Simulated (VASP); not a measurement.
# TaF3 (R-3m) in VASP: further runs, part 2 of 2

VASP 6.6.1. Earlier steps stand in the parts before.

### Step 5. Single point, PBEsol

This run uses another cell than the first one, of the same volume but with other edges.

Input file INCAR:

```
SYSTEM = TaF3
ALGO = Normal
EDIFF = 1E-6
ENCUT = 520
GGA = PS
ISIF = 2
ISMEAR = 0
LASPH = .TRUE.
LCHARG = .TRUE.
LELF = .TRUE.
LREAL = .FALSE.
LVHAR = .TRUE.
LWAVE = .FALSE.
NBANDS = 24
NELM = 60
PREC = Accurate
SIGMA = 0.15
```

Input file KPOINTS:

```
k-points
0
G
  14 14 14
  0 0 0
```

Input file POSCAR:

```
TaF3
1.0
    3.9545005074      0.4754678029      0.4754678029
    0.4754678029      3.9545005074      0.4754678029
    0.4754678029      0.4754678029      3.9545005074
Ta F
1 3
Direct
    0.0000000000      0.0000000000      0.0000000000
    0.5000000000      0.0000000000      0.0000000000
    0.0000000000      0.5000000000      0.0000000000
    0.0000000000      0.0000000000      0.5000000000
```

Potentials or basis: VASP PAW PBE potentials, release 64 (Ta_pv, F).

The run is started by

```sh
$ cat potpaw_PBE.64/Ta_pv/POTCAR potpaw_PBE.64/F/POTCAR > POTCAR
$ mpirun -np 1 vasp_std > vasp.out
```

OUTCAR:

```text
SYSTEM = TaF3
   EDIFF = 1E-6
   ENCUT = 520
   GGA = PS
   ISIF = 2
   ISMEAR = 0
   LASPH = .TRUE.
   LREAL = .FALSE.
   NELM = 60
   PREC = Accurate

 ion  position               nearest neighbor table
   1  0.000  0.000  0.000-   2 2.01   3 2.01   4 2.01   4 2.01   3 2.01   2 2.01
   2  0.500  0.000  0.000-   1 2.01   1 2.01
   3  0.000  0.500  0.000-   1 2.01   1 2.01
   4  0.000  0.000  0.500-   1 2.01   1 2.01

  LATTYP: Found a trigonal (rhomboedric) cell.
[... 847 lines left out ...]
  FORCE on cell =-STRESS in cart. coord.  units (eV):
  Direction    XX          YY          ZZ          XY          YZ          ZX
  --------------------------------------------------------------------------------------
  -------------------------------------------------------------------------------------
  Total        2.2433840      2.2433840      2.2433840     -0.5643180     -0.5643180     -0.5643180
  in kB       60.5368130     60.5368130     60.5368130    -15.2278941    -15.2278941    -15.2278941
  external PRESSURE =      60.5368130 kB  Pullay stress =       0.0000000 kB

 VOLUME and BASIS-vectors are now :
 -----------------------------------------------------------------------------
  energy-cutoff  :      520.00
  volume of cell :       59.37
      direct lattice vectors                 reciprocal lattice vectors
     3.954500507  0.475467803  0.475467803     0.259575969 -0.027860248 -0.027860248
     0.475467803  3.954500507  0.475467803    -0.027860248  0.259575969 -0.027860248
     0.475467803  0.475467803  3.954500507    -0.027860248 -0.027860248  0.259575969

 POSITION                                       TOTAL-FORCE (eV/Angst)
 -----------------------------------------------------------------------------------
      0.00000      0.00000      0.00000        -0.000000      0.000000     -0.000000
      1.97725      0.23773      0.23773         0.000000     -0.000000     -0.000000
      0.23773      1.97725      0.23773        -0.000000     -0.000000     -0.000000
      0.23773      0.23773      1.97725         0.000000     -0.000000      0.000000
 -----------------------------------------------------------------------------------
    total drift:                                0.000000      0.000000      0.000000

  FREE ENERGIE OF THE ION-ELECTRON SYSTEM (eV)
  ---------------------------------------------------
  free  energy   TOTEN  =       -27.7488191629 eV

  energy  without entropy=      -27.7227901034  energy(sigma->0) =      -27.73580463
```

OSZICAR:

```text
N       E                     dE             d eps       ncg     rms          rms(c)
DAV:   1     0.263078432800E+03    0.26308E+03   -0.17983E+04 13824   0.131E+03
DAV:   2    -0.166724635408E+02   -0.27975E+03   -0.26897E+03 17872   0.368E+02
DAV:   3    -0.300637886875E+02   -0.13391E+02   -0.13306E+02 16568   0.804E+01
DAV:   4    -0.301709096006E+02   -0.10712E+00   -0.10710E+00 15232   0.809E+00
DAV:   5    -0.301719823076E+02   -0.10727E-02   -0.10727E-02 16576   0.791E-01    0.254E+01
DAV:   6    -0.277957686462E+02    0.23762E+01   -0.71121E+00 14408   0.254E+01    0.119E+01
DAV:   7    -0.277588434499E+02    0.36925E-01   -0.26379E-01 15176   0.427E+00    0.741E+00
DAV:   8    -0.277521887170E+02    0.66547E-02   -0.54595E-02 16624   0.210E+00    0.128E+00
DAV:   9    -0.277482220299E+02    0.39667E-02   -0.15534E-02 16224   0.980E-01    0.678E-01
DAV:  10    -0.277486441762E+02   -0.42215E-03   -0.66380E-04 14352   0.241E-01    0.346E-02
DAV:  11    -0.277488009723E+02   -0.15680E-03   -0.12995E-04 14832   0.691E-02    0.399E-02
DAV:  12    -0.277488163107E+02   -0.15338E-04   -0.15470E-05 15440   0.188E-02    0.110E-02
DAV:  13    -0.277488190539E+02   -0.27432E-05   -0.32372E-06 12384   0.790E-03    0.696E-04
DAV:  14    -0.277488191629E+02   -0.10895E-06   -0.90786E-08 12544   0.176E-03
   1 F= -.27748819E+02 E0= -.27735805E+02  d E =-.260291E-01
```

stdout:

```text
POSCAR found type information on POSCAR TaF
 POSCAR found :  2 types and       4 ions
 scaLAPACK will be used
 -----------------------------------------------------------------------------
|                                                                             |
|                                                                             |
|     You enforced a specific xc type in the INCAR file but a different       |
|     I HOPE YOU KNOW WHAT YOU ARE DOING!                                     |
|                                                                             |
 -----------------------------------------------------------------------------

 LDA part: xc-table for (Slater+PW92), standard interpolation
 POSCAR, INCAR and KPOINTS ok, starting setup
 FFT: planning ... GRIDC
 FFT: planning ... GRID_SOFT
 FFT: planning ... GRID
 WAVECAR not read
 entering main loop
```

Run time: 4.7 min. Hardware: 1 thread of Intel Xeon Platinum 8488C (Sapphire Rapids), shared host; peak memory 0.43 GiB.

Results:

```
Free energy            : -27.7488 eV
Pressure               : 6.1 GPa
Band gap on the k mesh : zero (bands 16 and 17 overlap by 2.33 eV)
```

Levels at points of the mesh, in eV from the Fermi level:
```csv
k point,band 13,band 14,band 15,band 16,band 17,band 18,band 19,band 20
"(0.00, 0.00, 0.00)",-7.01,-6.95,-6.95,-1.91,-0.92,-0.92,1.67,2.17
"(0.50, 0.00, 0.00)",-8.39,-7.85,-6.96,-1.13,0.32,0.53,2.36,3.02
"(0.50, 0.50, 0.00)",-8.17,-8.16,-6.78,0.43,0.60,1.20,3.03,4.54
"(0.50, 0.50, 0.50)",-6.85,-6.76,-6.76,1.41,1.41,1.42,4.51,6.60
```

Caveat: the cell stands under pressure; the PAW data sets were made with another functional, which shifts forces and pressure a little; spin-orbit coupling is left out, which moves the levels of the heavy elements.

### Step 6. Overview

```csv
cell,gap on the mesh (eV),pressure (GPa)
"a = 4.257 Å, angles 109.5°, 4 atoms",none,-14.2
"a = 4.379 Å, angles 60.0°, 4 atoms",none,-10.9
"a = 3.995 Å, angles 101.4°, 4 atoms",none,7.4
"a = 4.011 Å, angles 75.7°, 4 atoms",none,6.1
```

Alike in all rows: task single point; level PBEsol; potentials or basis VASP PAW PBE potentials, release 64 (Ta_pv, F); no spin polarisation; k mesh 14 × 14 × 14; cutoff (eV) 520; smearing gaussian 0.15 eV.

Caveats: the PAW data sets were made with another functional, which shifts forces and pressure a little; spin-orbit coupling is left out, which moves the levels of the heavy elements; the cell stands under tension (at least some runs); the cell stands under pressure (at least some runs).

Absolute energies hang on the potentials; compare differences alone.
